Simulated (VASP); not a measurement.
Crystal: Al2Cu.

```
Cu Al
1.0
     4.04970    0.00000    0.00000
     0.00000    4.04970    0.00000
     0.00000    0.00000    2.85224
Cu Al
1 2
Direct
  0.00000 0.00000 0.00000
  0.00000 0.50000 0.50000
  0.50000 0.00000 0.50000
```

Base run:

- Program: VASP 6.6.1
- Functional: r2SCAN
- Potentials or basis: VASP PAW PBE potentials, release 64 (Cu, Al)
- Cutoff: 520 eV
- k mesh: 7 × 7 × 9
- Occupations: fermi-dirac, width 0.05 eV
- Spin: no spin polarisation

Its results: band gap on the k mesh zero (an odd number of electrons rules out a gap without spin polarisation); pressure 1.8 GPa.

Task: The run is repeated on the same cell with these changes: functional from r2SCAN to LDA; potentials or basis from VASP PAW PBE potentials, release 64 (Cu, Al) to VASP PAW LDA potentials, release 64 (Cu, Al). What comes out?

Result: Band gap on the k mesh zero (an odd number of electrons rules out a gap without spin polarisation); pressure -1.3 GPa.

Caveats: the PAW data sets were made with another functional, which shifts forces and pressure a little (at least some runs).
